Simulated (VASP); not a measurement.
# AgW2 (R-3m) in VASP: further runs

Runs on AgW2. Level: PBE. Tasks: single point.

All numbers are computed with VASP 6.6.1; they aren't measurements. Logs are shortened: lines on timing, memory, paths and dates and some standing lists are left out, and cuts for length are marked.

## (1) The cell of the first run

It takes space group R-3m (No. 166, trigonal). Conventional cell: a = 3.443 Å, b = 3.443 Å, c = 15.596 Å, α = 90.00°, β = 90.00°, γ = 120.00°. Within 3.1 Å of Ag (site symmetry -3m) lie 6 W at 2.37 Å. W (site symmetry 3m) has 3 Ag at 2.37 Å within 3.1 Å.

## (2) Single point, PBE

INCAR reads:

```
SYSTEM = AgW2
  PREC = Accurate
  ENCUT = 520
  EDIFF = 1E-6
  ISMEAR = 0
  SIGMA = 0.1
  LREAL = .False.
  LASPH = .True.
  NELM = 60
  ALGO = Fast
  ISIF = 2
  LWAVE = .False.
  LCHARG = .False.
  GGA = PE
  NBANDS = 26
```

KPOINTS reads:

```
regular mesh
0
Gamma
  6 6 6
  0 0 0
```

POSCAR reads:

```
AgW2
1.0
    1.7212710865      0.9937763251      5.1986790045
   -1.7212710865      0.9937763251      5.1986790045
    0.0000000000     -1.9875526503      5.1986790045
Ag W
1 2
Direct
    0.0000000000      0.0000000000      0.0000000000
    0.7500000000      0.7500000000      0.7500000000
    0.2500000000      0.2500000000      0.2500000000
```

Potentials or basis: VASP PAW PBE potentials, release 64 (Ag, W_sv).

On the command line:

```sh
$ cat potpaw_PBE.64/Ag/POTCAR potpaw_PBE.64/W_sv/POTCAR > POTCAR
$ mpirun -np 1 vasp_std > vasp.out
```

OUTCAR:

```text
SYSTEM = AgW2
   PREC = Accurate
   ENCUT = 520
   EDIFF = 1E-6
   ISMEAR = 0
   LREAL = .False.
   LASPH = .True.
   NELM = 60
   ISIF = 2
   GGA = PE

 ion  position               nearest neighbor table
   1  0.000  0.000  0.000-   2 2.37   2 2.37   3 2.37   3 2.37   2 2.37   3 2.37
   2  0.750  0.750  0.750-   1 2.37   1 2.37   1 2.37   3 3.27   3 3.27   3 3.27   3 3.27   3 3.27
                             3 3.27
   3  0.250  0.250  0.250-   1 2.37   1 2.37   1 2.37   2 3.27   2 3.27   2 3.27   2 3.27   2 3.27
                             2 3.27

  LATTYP: Found a trigonal (rhomboedric) cell.
 ALAT       =     5.5656651830
 COS(alpha) =     0.8087090652

  Lattice vectors:

 A1 = (   1.7212710865,   0.9937763251,   5.1986790045)
 A2 = (  -1.7212710865,   0.9937763251,   5.1986790045)
 A3 = (   0.0000000000,  -1.9875526503,   5.1986790045)

Analysis of symmetry for initial positions (statically):
=====================================================================
 Subroutine PRICEL returns:
 Original cell was already a primitive cell.

 Routine SETGRP: Setting up the symmetry group for a
 trigonal (rhombohedral) supercell.

 Subroutine GETGRP returns: Found 12 space group operations
 (whereof 12 operations were pure point group operations)
 out of a pool of 12 trial point group operations.

The static configuration has the point symmetry D_3d.

Analysis of symmetry for dynamics (positions and initial velocities):
=====================================================================
 Subroutine PRICEL returns:
 Original cell was already a primitive cell.

 Routine SETGRP: Setting up the symmetry group for a
 trigonal (rhombohedral) supercell.

 Subroutine GETGRP returns: Found 12 space group operations
 (whereof 12 operations were pure point group operations)
 out of a pool of 12 trial point group operations.

The dynamic configuration has the point symmetry D_3d.

 Subroutine INISYM returns: Found 12 space group operations
 (whereof 12 operations are pure point group operations),
 and found     1 'primitive' translations

----------------------------------------------------------------------------------------

                                     Primitive cell

  volume of cell :      53.3559

  direct lattice vectors                    reciprocal lattice vectors
     1.721271087  0.993776325  5.198679004     0.290483006  0.167710442  0.064118853
    -1.721271087  0.993776325  5.198679004    -0.290483006  0.167710442  0.064118853
     0.000000000 -1.987552650  5.198679004     0.000000000 -0.335420884  0.064118853

  length of vectors
     5.565665183  5.565665183  5.565665183     0.341494358  0.341494358  0.341494358

  position of ions in fractional coordinates (direct lattice)
     0.000000000  0.000000000  0.000000000
     0.750000000  0.750000000  0.750000000
     0.250000000  0.250000000  0.250000000

  ion indices of the primitive-cell ions
   primitive index   ion index
                 1           1
                 2           2
                 3           3

----------------------------------------------------------------------------------------

 KPOINTS: regular mesh

Automatic generation of k-mesh.
 Grid dimensions read from file:
 generate k-points for:    6    6    6

 Generating k-lattice:

  Cartesian coordinates                     Fractional coordinates (reciprocal lattice)
     0.048413834  0.027951740  0.010686475     0.166666667  0.000000000  0.000000000
    -0.048413834  0.027951740  0.010686475     0.000000000  0.166666667  0.000000000
     0.000000000 -0.055903481  0.010686475     0.000000000  0.000000000  0.166666667

  Length of vectors
     0.056915726  0.056915726  0.056915726

  Shift w.r.t. Gamma in fractional coordinates (k-lattice)
     0.000000000  0.000000000  0.000000000

 Subroutine IBZKPT returns following result:
 ===========================================

 Found     32 irreducible k-points:

 Following reciprocal coordinates:
            Coordinates               Weight
  0.000000  0.000000  0.000000      1.000000
  0.166667 -0.000000 -0.000000      6.000000
  0.333333  0.000000  0.000000      6.000000
  0.500000  0.000000  0.000000      3.000000
  0.166667  0.166667 -0.000000      6.000000
  0.333333  0.166667  0.000000     12.000000
[... 16 lines left out ...]
  0.500000  0.500000  0.166667      6.000000
 -0.333333  0.500000  0.166667     12.000000
 [... further k-points ...]
   k-points           NKPTS =     32   k-points in BZ     NKDIM =     32   number of bands    NBANDS=     26
   number of dos      NEDOS =    301   number of ions     NIONS =      3
   total plane-waves  NPLWV =  74088
   dimension x,y,z NGX =    42 NGY =   42 NGZ =   42
   dimension x,y,z NGXF=    84 NGYF=   84 NGZF=   84
   ions per type =               1   2
   NGX,Y,Z   is equivalent  to a cutoff of  12.55, 12.55, 12.55 a.u.
   NGXF,Y,Z  is equivalent  to a cutoff of  25.09, 25.09, 25.09 a.u.
 SYSTEM =  AgW2
   PREC   = accura    normal or accurate (medium, high low for compatibility)
   ISTART =      0    job   : 0-new  1-cont  2-samecut
   ICHARG =      2    charge: 1-file 2-atom 10-const
   ISPIN  =      1    spin polarized calculation?
   LNONCOLLINEAR =      F non collinear calculations
   LSORBIT =      F    spin-orbit coupling
   LASPH  =      T    aspherical Exc in radial PAW
   ENCUT  =  520.0 eV  38.22 Ry    6.18 a.u.  10.35 10.35 10.35*2*pi/ulx,y,z
   NELM   =     60;   NELMIN=  2; NELMDL= -5     # of ELM steps
   EDIFF  = 0.1E-05   stopping-criterion for ELM
   LREAL  =      F    real-space projection
   EDIFFG = 0.1E-04   stopping-criterion for IOM
   NSW    =      0    number of steps for IOM
   IBRION =     -1    ionic relax: 0-MD 1-quasi-New 2-CG
   NFREE  =      0    steps in history (QN), initial steepest desc. (CG)
   ISIF   =      2    stress and relaxation
   ISYM   =      2    0-nonsym 1-usesym 2-fastsym
   POTIM  = 0.5000    time-step for ionic-motion
   TEBEG  =    0.0;   TEEND  =   0.0 temperature during run
   PSTRESS=    0.0 pullay stress
   NELECT =      39.0000    total number of electrons
   NUPDOWN=      -1.0000    fix difference up-down
   EMIN   =  10.00;   EMAX   =-10.00  energy-range for DOS
   EFERMI =   0.00;   METHOD = LEGACY
   ISMEAR =     0;   SIGMA  =   0.10  broadening in eV -4-tet -1-fermi 0-gaus
   EFERMI_NEDOS =   21; number of points for ismear=-14 and -15
   IALGO  =     68    algorithm
   IMIX   =      4    mixing-type and parameters
     AMIX     =   0.40;   BMIX     =  1.00
     AMIX_MAG =   1.60;   BMIX_MAG =  1.00
  volume/ion in A,a.u.               =      17.79       120.02
  Fermi-wavevector in a.u.,A,eV,Ry     =   1.474695  2.786770 29.588948  2.174726
  Thomas-Fermi vector in A             =   2.589435
   LORBIT       =      0    0 simple, 1 ext, 2 COOP (PROOUT), +10 PAW based schemes
   GGA     = PE    functional components
   LHFCALC =     F    Hartree Fock is set to
   AEXX    =    0.0000 exact exchange contribution
   IVDW    =     0    specifies the selected vdW correction
   LEPSILON=     F    determine dielectric tensor
   LRPA    =     F    only Hartree local field effects (RPA)
 non-spin polarized calculation
 RMM-DIIS sequential band-by-band and
 Gauss-broadening in eV      SIGMA  =   0.10
  energy-cutoff  :      520.00
  volume of cell :       53.36
 maximum number of plane-waves:      1454
 NGX is ok and might be reduce to    42
   NGX = 21   NGY = 21   NGZ = 21

 number of electron      39.0000004 magnetization

 Free energy of the ion-electron system (eV)
  ---------------------------------------------------
  ext. energy  EPLUGINS =         0.00000000
  ---------------------------------------------------
  free energy    TOTEN  =       -19.21539084 eV

  energy without entropy =      -19.19860852  energy(sigma->0) =      -19.20699968

 E-fermi :   9.4239     XC(G=0): -12.5452

 val. band max:        9.4235054269   @ k =   0.3333   0.0000   0.0000
 cond. band min:       9.4945766767   @ k =   0.3333   0.3333  -0.0000
 fundamental gap:      0.0710712498
 Fermi energy:         9.4238975712

 k-point     1 :       0.0000    0.0000    0.0000
  band No.  band energies     occupation
      1     -64.9276      2.00000
      2     -64.9100      2.00000
      3     -29.2156      2.00000
      4     -29.1694      2.00000
      5     -29.1694      2.00000
      6     -29.0892      2.00000
[... 18 lines left out ...]
     25      12.1819      0.00000
     26      13.8252      0.00000

 k-point     2 :       0.1667   -0.0000   -0.0000
  band No.  band energies     occupation
      1     -64.9248      2.00000
      2     -64.9105      2.00000
      3     -29.1933      2.00000
      4     -29.1837      2.00000
      5     -29.1713      2.00000
      6     -29.1293      2.00000
[... 18 lines left out ...]
     25      12.3688      0.00000
     26      14.3872      0.00000

 k-point     3 :       0.3333    0.0000    0.0000
  band No.  band energies     occupation
      1     -64.9191      2.00000
      2     -64.9116      2.00000
      3     -29.2232      2.00000
      4     -29.2088      2.00000
      5     -29.1727      2.00000
      6     -29.1281      2.00000
[... 18 lines left out ...]
     25      12.6571      0.00000
     26      15.4861      0.00000

 k-point     4 :       0.5000    0.0000    0.0000
  band No.  band energies     occupation
      1     -64.9157      2.00000
      2     -64.9127      2.00000
      3     -29.2575      2.00000
      4     -29.2284      2.00000
      5     -29.1701      2.00000
      6     -29.1446      2.00000
[... 18 lines left out ...]
     25      12.5404      0.00000
     26      13.3204      0.00000

 k-point     5 :       0.1667    0.1667   -0.0000
  band No.  band energies     occupation
      1     -64.9245      2.00000
      2     -64.9108      2.00000
      3     -29.2021      2.00000
      4     -29.1737      2.00000
      5     -29.1656      2.00000
      6     -29.1357      2.00000
[... 18 lines left out ...]
     25      12.1635      0.00000
     26      14.4133      0.00000

 k-point     6 :       0.3333    0.1667    0.0000
  band No.  band energies     occupation
      1     -64.9201      2.00000
      2     -64.9117      2.00000
      3     -29.2146      2.00000
      4     -29.2007      2.00000
      5     -29.1787      2.00000
      6     -29.1258      2.00000
[... 427 lines left out ...]
 k-point    21 :      -0.3333    0.3333    0.1667
  band No.  band energies     occupation
      1     -64.9151      2.00000
      2     -64.9134      2.00000
      3     -29.2647      2.00000
      4     -29.2345      2.00000
      5     -29.1709      2.00000
      6     -29.1674      2.00000
[... 18 lines left out ...]
     25      12.8168      0.00000
     26      13.4211      0.00000

 k-point    22 :      -0.1667    0.3333    0.1667
  band No.  band energies     occupation
      1     -64.9159      2.00000
      2     -64.9125      2.00000
      3     -29.2584      2.00000
      4     -29.2225      2.00000
      5     -29.1946      2.00000
      6     -29.1493      2.00000
[... 18 lines left out ...]
     25      13.4804      0.00000
     26      15.1189      0.00000

 k-point    23 :       0.5000    0.5000    0.1667
  band No.  band energies     occupation
      1     -64.9166      2.00000
      2     -64.9141      2.00000
      3     -29.2594      2.00000
      4     -29.2287      2.00000
      5     -29.1702      2.00000
      6     -29.1305      2.00000
[... 18 lines left out ...]
     25      12.6831      0.00000
     26      15.0492      0.00000

 k-point    24 :      -0.3333    0.5000    0.1667
  band No.  band energies     occupation
      1     -64.9148      2.00000
      2     -64.9136      2.00000
      3     -29.2758      2.00000
      4     -29.2351      2.00000
      5     -29.1853      2.00000
      6     -29.1547      2.00000
[... 18 lines left out ...]
     25      12.4000      0.00000
     26      13.6411      0.00000

 [... further k-points ...]
[... 5 lines left out ...]
  --------------------------------------------------------------------------------------
  -------------------------------------------------------------------------------------
  Total       13.3729997     13.3729997     10.0590637     -0.0000000     -0.0000000      0.0000000
  in kB      401.5662873    401.5662873    302.0549569     -0.0000000     -0.0000000      0.0000000
  external PRESSURE =     368.3958438 kB  Pullay stress =       0.0000000 kB

 VOLUME and BASIS-vectors are now :
 -----------------------------------------------------------------------------
  energy-cutoff  :      520.00
  volume of cell :       53.36
      direct lattice vectors                 reciprocal lattice vectors
     1.721271087  0.993776325  5.198679004     0.290483006  0.167710442  0.064118853
    -1.721271087  0.993776325  5.198679004    -0.290483006  0.167710442  0.064118853
     0.000000000 -1.987552650  5.198679004     0.000000000 -0.335420884  0.064118853

 POSITION                                       TOTAL-FORCE (eV/Angst)
 -----------------------------------------------------------------------------------
      0.00000      0.00000      0.00000         0.000000     -0.000000      0.000000
      0.00000     -0.00000     11.69703         0.000000     -0.000000      7.729652
      0.00000     -0.00000      3.89901         0.000000      0.000000     -7.729652
 -----------------------------------------------------------------------------------
    total drift:                                0.000000      0.000000     -0.000000

  FREE ENERGIE OF THE ION-ELECTRON SYSTEM (eV)
  ---------------------------------------------------
  free  energy   TOTEN  =       -19.2153908356 eV

  energy  without entropy=      -19.1986085207  energy(sigma->0) =      -19.20699968
```

Wall time 1.8 min (1 thread of AMD EPYC 9R45 (Zen 5), shared host); peak memory 0.24 GiB.

Results:

* Free energy: -19.2154 eV
* Pressure: 36.8 GPa
* Largest force: 7.730 eV/Å

Forces in eV/Å, atoms in the order of the input:
```
Ag   0.000  0.000  0.000
W    0.000  0.000  7.730
W    0.000  0.000 -7.730
```

Stress tensor (GPa, compression positive):
```
40.16  0.00  0.00
 0.00 40.16  0.00
 0.00  0.00 30.21
```

Caveat: spin-orbit coupling is left out, which moves the levels of the heavy elements; forces of over 1 eV/Å act on the atoms, so gaps and moduli don't describe the material at rest.

[end of part 1 of 2]
